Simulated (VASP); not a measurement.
# Zn3N4 (Pm-3m) in VASP: relaxation of cell and atoms with PBE

Aim: the relaxation of cell and atoms of Zn3N4 with PBE.

Program: VASP 6.6.1. These are calculated values, not measurements. Logs are shortened: lines on timing, memory, paths and dates and some standing lists are left out, and cuts for length are marked.

### Step 1. The cell of the first run

Symmetry: Pm-3m, No. 221, cubic system. Conventional cell: a = 4.207 Å, b = 4.207 Å, c = 4.207 Å, α = 90.00°, β = 90.00°, γ = 90.00°. Zn (site symmetry 4/mmm) has 6 N at 2.10 Å within 2.8 Å. N (site symmetry m-3m) has 6 Zn at 2.10 Å within 2.8 Å. N (site symmetry 4/mmm) has 4 Zn at 2.10 Å within 2.8 Å.

The cell was generated, and may not be a known phase.

### Step 2. Relaxation of cell and atoms, PBE

File INCAR:

```
SYSTEM = Zn3N4
  PREC = Accurate
  ENCUT = 600
  EDIFF = 1E-6
  ISMEAR = 0
  SIGMA = 0.1
  LREAL = .False.
  LASPH = .True.
  NELM = 60
  ALGO = Normal
  ISIF = 3
  LWAVE = .False.
  LCHARG = .False.
  GGA = PE
  IBRION = 2
  NSW = 100
  EDIFFG = -0.01
```

File KPOINTS:

```
regular mesh
0
Gamma
  10 10 10
  0 0 0
```

File POSCAR:

```
Zn3N4
1.0
    4.2069517991      0.0000000000      0.0000000000
    0.0000000000      4.2069517991      0.0000000000
    0.0000000000      0.0000000000      4.2069517991
Zn N
3 4
Direct
    0.5000000000      0.5000000000      0.0000000000
    0.0000000000      0.5000000000      0.5000000000
    0.5000000000      0.0000000000      0.5000000000
    0.5000000000      0.5000000000      0.5000000000
    0.5000000000      0.0000000000      0.0000000000
    0.0000000000      0.5000000000      0.0000000000
    0.0000000000      0.0000000000      0.5000000000
```

Potentials or basis: VASP PAW PBE potentials, release 64 (Zn, N).

Launch:

```sh
$ cat potpaw_PBE.64/Zn/POTCAR potpaw_PBE.64/N/POTCAR > POTCAR
$ mpirun -np 1 vasp_std > vasp.out
```

OUTCAR:

```text
SYSTEM = Zn3N4
   PREC = Accurate
   ENCUT = 600
   EDIFF = 1E-6
   ISMEAR = 0
   LREAL = .False.
   LASPH = .True.
   NELM = 60
   ISIF = 3
   GGA = PE
   IBRION = 2
   NSW = 100
   EDIFFG = -0.01

 ion  position               nearest neighbor table
   1  0.500  0.500  0.000-   4 2.10   5 2.10   6 2.10   4 2.10   5 2.10   6 2.10   3 2.97   3 2.97
                             3 2.97   2 2.97   3 2.97   2 2.97   2 2.97   2 2.97
   2  0.000  0.500  0.500-   4 2.10   6 2.10   7 2.10   6 2.10   7 2.10   4 2.10   3 2.97   3 2.97
                             1 2.97   1 2.97   3 2.97   1 2.97   1 2.97   3 2.97
   3  0.500  0.000  0.500-   4 2.10   5 2.10   7 2.10   5 2.10   4 2.10   7 2.10   2 2.97   1 2.97
                             2 2.97   1 2.97   1 2.97   2 2.97   1 2.97   2 2.97
   4  0.500  0.500  0.500-   1 2.10   2 2.10   3 2.10   1 2.10   3 2.10   2 2.10
   5  0.500  0.000  0.000-   1 2.10   3 2.10   3 2.10   1 2.10
   6  0.000  0.500  0.000-   1 2.10   2 2.10   2 2.10   1 2.10
   7  0.000  0.000  0.500-   2 2.10   3 2.10   2 2.10   3 2.10

  LATTYP: Found a simple cubic cell.
 ALAT       =     4.2069517991

  Lattice vectors:

 A1 = (   4.2069517991,   0.0000000000,   0.0000000000)
 A2 = (   0.0000000000,   4.2069517991,   0.0000000000)
 A3 = (   0.0000000000,   0.0000000000,   4.2069517991)

Analysis of symmetry for initial positions (statically):
=====================================================================
 Subroutine PRICEL returns:
 Original cell was already a primitive cell.

 Routine SETGRP: Setting up the symmetry group for a
 simple cubic supercell.

 Subroutine GETGRP returns: Found 48 space group operations
 (whereof 48 operations were pure point group operations)
 out of a pool of 48 trial point group operations.

The static configuration has the point symmetry O_h .

Analysis of symmetry for dynamics (positions and initial velocities):
=====================================================================
 Subroutine PRICEL returns:
 Original cell was already a primitive cell.

 Routine SETGRP: Setting up the symmetry group for a
 simple cubic supercell.

 Subroutine GETGRP returns: Found 48 space group operations
 (whereof 48 operations were pure point group operations)
 out of a pool of 48 trial point group operations.

The dynamic configuration has the point symmetry O_h .

 Subroutine INISYM returns: Found 48 space group operations
 (whereof 48 operations are pure point group operations),
 and found     1 'primitive' translations

----------------------------------------------------------------------------------------

                                     Primitive cell

  volume of cell :      74.4565

  direct lattice vectors                    reciprocal lattice vectors
     4.206951799  0.000000000  0.000000000     0.237701796  0.000000000  0.000000000
     0.000000000  4.206951799  0.000000000     0.000000000  0.237701796  0.000000000
     0.000000000  0.000000000  4.206951799     0.000000000  0.000000000  0.237701796

  length of vectors
     4.206951799  4.206951799  4.206951799     0.237701796  0.237701796  0.237701796

  position of ions in fractional coordinates (direct lattice)
     0.500000000  0.500000000  0.000000000
     0.000000000  0.500000000  0.500000000
     0.500000000  0.000000000  0.500000000
     0.500000000  0.500000000  0.500000000
     0.500000000  0.000000000  0.000000000
     0.000000000  0.500000000  0.000000000
     0.000000000  0.000000000  0.500000000

  ion indices of the primitive-cell ions
   primitive index   ion index
                 1           1
                 2           2
                 3           3
                 4           4
                 5           5
                 6           6
                 7           7

----------------------------------------------------------------------------------------

 KPOINTS: regular mesh

Automatic generation of k-mesh.
 Grid dimensions read from file:
 generate k-points for:   10   10   10

 Generating k-lattice:

  Cartesian coordinates                     Fractional coordinates (reciprocal lattice)
     0.023770180  0.000000000  0.000000000     0.100000000  0.000000000  0.000000000
     0.000000000  0.023770180  0.000000000     0.000000000  0.100000000  0.000000000
     0.000000000  0.000000000  0.023770180     0.000000000  0.000000000  0.100000000

  Length of vectors
     0.023770180  0.023770180  0.023770180

  Shift w.r.t. Gamma in fractional coordinates (k-lattice)
     0.000000000  0.000000000  0.000000000

 Subroutine IBZKPT returns following result:
 ===========================================

 Found     56 irreducible k-points:

 Following reciprocal coordinates:
            Coordinates               Weight
  0.000000  0.000000  0.000000      1.000000
  0.100000  0.000000  0.000000      6.000000
  0.200000  0.000000  0.000000      6.000000
  0.300000  0.000000  0.000000      6.000000
  0.400000  0.000000  0.000000      6.000000
  0.500000  0.000000  0.000000      3.000000
[... 16 lines left out ...]
  0.200000  0.100000  0.100000     24.000000
  0.300000  0.100000  0.100000     24.000000
 [... further k-points ...]
   k-points           NKPTS =     56   k-points in BZ     NKDIM =     56   number of bands    NBANDS=     33
   number of dos      NEDOS =    301   number of ions     NIONS =      7
   total plane-waves  NPLWV =  46656
   dimension x,y,z NGX =    36 NGY =   36 NGZ =   36
   dimension x,y,z NGXF=    72 NGYF=   72 NGZF=   72
   ions per type =               3   4
   NGX,Y,Z   is equivalent  to a cutoff of  14.23, 14.23, 14.23 a.u.
   NGXF,Y,Z  is equivalent  to a cutoff of  28.45, 28.45, 28.45 a.u.
 SYSTEM =  Zn3N4
   PREC   = accura    normal or accurate (medium, high low for compatibility)
   ISTART =      0    job   : 0-new  1-cont  2-samecut
   ICHARG =      2    charge: 1-file 2-atom 10-const
   ISPIN  =      1    spin polarized calculation?
   LNONCOLLINEAR =      F non collinear calculations
   LSORBIT =      F    spin-orbit coupling
   LASPH  =      T    aspherical Exc in radial PAW
   ENCUT  =  600.0 eV  44.10 Ry    6.64 a.u.   8.40  8.40  8.40*2*pi/ulx,y,z
   NELM   =     60;   NELMIN=  2; NELMDL= -5     # of ELM steps
   EDIFF  = 0.1E-05   stopping-criterion for ELM
   LREAL  =      F    real-space projection
   EDIFFG = -.1E-01   stopping-criterion for IOM
   NSW    =    100    number of steps for IOM
   IBRION =      2    ionic relax: 0-MD 1-quasi-New 2-CG
   NFREE  =      1    steps in history (QN), initial steepest desc. (CG)
   ISIF   =      3    stress and relaxation
   ISYM   =      2    0-nonsym 1-usesym 2-fastsym
   POTIM  = 0.5000    time-step for ionic-motion
   TEBEG  =    0.0;   TEEND  =   0.0 temperature during run
   PSTRESS=    0.0 pullay stress
   NELECT =      56.0000    total number of electrons
   NUPDOWN=      -1.0000    fix difference up-down
   EMIN   =  10.00;   EMAX   =-10.00  energy-range for DOS
   EFERMI =   0.00;   METHOD = LEGACY
   ISMEAR =     0;   SIGMA  =   0.10  broadening in eV -4-tet -1-fermi 0-gaus
   EFERMI_NEDOS =   21; number of points for ismear=-14 and -15
   IALGO  =     38    algorithm
   IMIX   =      4    mixing-type and parameters
     AMIX     =   0.40;   BMIX     =  1.00
     AMIX_MAG =   1.60;   BMIX_MAG =  1.00
  volume/ion in A,a.u.               =      10.64        71.78
  Fermi-wavevector in a.u.,A,eV,Ry     =   1.488801  2.813426 30.157698  2.216528
  Thomas-Fermi vector in A             =   2.601790
   LORBIT       =      0    0 simple, 1 ext, 2 COOP (PROOUT), +10 PAW based schemes
   GGA     = PE    functional components
   LHFCALC =     F    Hartree Fock is set to
   AEXX    =    0.0000 exact exchange contribution
   IVDW    =     0    specifies the selected vdW correction
   LEPSILON=     F    determine dielectric tensor
   LRPA    =     F    only Hartree local field effects (RPA)
 conjugate gradient relaxation of ions
 non-spin polarized calculation
 Gauss-broadening in eV      SIGMA  =   0.10
  energy-cutoff  :      600.00
  volume of cell :       74.46
 maximum number of plane-waves:      2517
 NGX is ok and might be reduce to    36
   NGX = 17   NGY = 17   NGZ = 17

--------------------------------------- Ionic step        1  -------------------------------------------

 number of electron      56.0000063 magnetization

 Free energy of the ion-electron system (eV)
  ---------------------------------------------------
  ext. energy  EPLUGINS =         0.00000000
  ---------------------------------------------------
  free energy    TOTEN  =       -27.07316485 eV

  energy without entropy =      -27.03891499  energy(sigma->0) =      -27.05603992

------------------------ aborting loop because EDIFF is reached ----------------------------------------

  FORCE on cell =-STRESS in cart. coord.  units (eV):
  Direction    XX          YY          ZZ          XY          YZ          ZX
  --------------------------------------------------------------------------------------
  -------------------------------------------------------------------------------------
  Total        0.2624642      0.2624642      0.2624642      0.0000000      0.0000000      0.0000000
  in kB        5.6477846      5.6477846      5.6477846      0.0000000      0.0000000      0.0000000
  external PRESSURE =       5.6477846 kB  Pullay stress =       0.0000000 kB
[... 67 lines left out ...]
  energy  without entropy=      -27.0393621354  energy(sigma->0) =      -27.05651393

--------------------------------------- Ionic step        3  -------------------------------------------

 number of electron      56.0000060 magnetization

 Free energy of the ion-electron system (eV)
  ---------------------------------------------------
  ext. energy  EPLUGINS =         0.00000000
  ---------------------------------------------------
  free energy    TOTEN  =       -27.07372619 eV

  energy without entropy =      -27.03943453  energy(sigma->0) =      -27.05658036

 E-fermi :   2.4457     XC(G=0): -11.6765

 val. band max:        2.4436519873   @ k =   0.5000   0.3000   0.0000
 cond. band min:       2.4458291965   @ k =   0.5000   0.5000   0.2000
 fundamental gap:      0.0021772093
 Fermi energy:         2.4456696560

 k-point     1 :       0.0000    0.0000    0.0000
  band No.  band energies     occupation
      1     -13.2828      2.00000
      2     -10.9280      2.00000
      3     -10.6285      2.00000
      4     -10.6285      2.00000
      5      -3.9612      2.00000
      6      -3.9612      2.00000
[... 853 lines left out ...]
     32       8.7347      0.00000
     33       8.9059      0.00000

 [... further k-points ...]

------------------------ aborting loop because EDIFF is reached ----------------------------------------

  FORCE on cell =-STRESS in cart. coord.  units (eV):
  Direction    XX          YY          ZZ          XY          YZ          ZX
  --------------------------------------------------------------------------------------
  -------------------------------------------------------------------------------------
  Total       -0.0219170     -0.0219170     -0.0219170      0.0000000      0.0000000      0.0000000
  in kB       -0.4697063     -0.4697063     -0.4697063      0.0000000      0.0000000      0.0000000
  external PRESSURE =      -0.4697063 kB  Pullay stress =       0.0000000 kB
[... 22 lines left out ...]
  FREE ENERGIE OF THE ION-ELECTRON SYSTEM (eV)
  ---------------------------------------------------
  free  energy   TOTEN  =       -27.0737261947 eV

  energy  without entropy=      -27.0394345289  energy(sigma->0) =      -27.05658036

 reached required accuracy - stopping structural energy minimisation
```

Run time: 5.7 min. Hardware: 1 thread of Intel Xeon Platinum 8559C (Emerald Rapids), shared host; peak memory 0.28 GiB.

Results:

```
Free energy                           : -27.0737 eV
Relaxed volume                        : 10.68 Å³/atom
Relaxed cell                          : a = 4.213 Å, b = 4.213 Å, c = 4.213 Å, α = 90.00°, β = 90.00°, γ = 90.00°
Space group after relaxing (to 0.1 Å) : Pm-3m (No. 221)
Energy gained by relaxing             : 0.1 meV/atom
Ionic steps                           : 3
Pressure after relaxing               : 0.0 GPa
Band gap on the k mesh                : zero (bands 28 and 29 overlap by 1.99 eV)
```

Step by step:
| step | energy change (eV) | largest force (eV/Å) | pressure (GPa) | volume (Å³) |
| --- | --- | --- | --- | --- |
| 1 | 0.0000 | 0.0000 | 0.56 | 74.46 |
| 2 | -0.0005 | 0.0000 | -0.26 | 74.86 |
| 3 | -0.0006 | 0.0000 | -0.05 | 74.76 |

Final structure:
```
Zn N
1.0
     4.21265    0.00000    0.00000
     0.00000    4.21265    0.00000
     0.00000    0.00000    4.21265
Zn N
3 4
Direct
  0.50000 0.50000 0.00000
  0.00000 0.50000 0.50000
  0.50000 0.00000 0.50000
  0.50000 0.50000 0.50000
  0.50000 0.00000 0.00000
  0.00000 0.50000 0.00000
  0.00000 0.00000 0.50000
```

Levels at points of the mesh, in eV from the Fermi level:
```csv
k point,band 26,band 27,band 28,band 29,band 30,band 31,band 32,band 33
"(0.00, 0.00, 0.00)",-1.32,-1.32,-1.32,0.36,0.36,0.36,4.43,4.45
"(0.50, 0.00, 0.00)",-1.68,-1.07,-1.07,-1.02,0.01,0.01,7.19,7.55
"(0.50, 0.50, 0.00)",-1.84,-0.46,0.50,0.82,0.88,0.88,9.06,9.21
"(0.50, 0.50, 0.50)",0.97,0.97,0.97,1.00,1.00,1.00,6.96,7.76
```
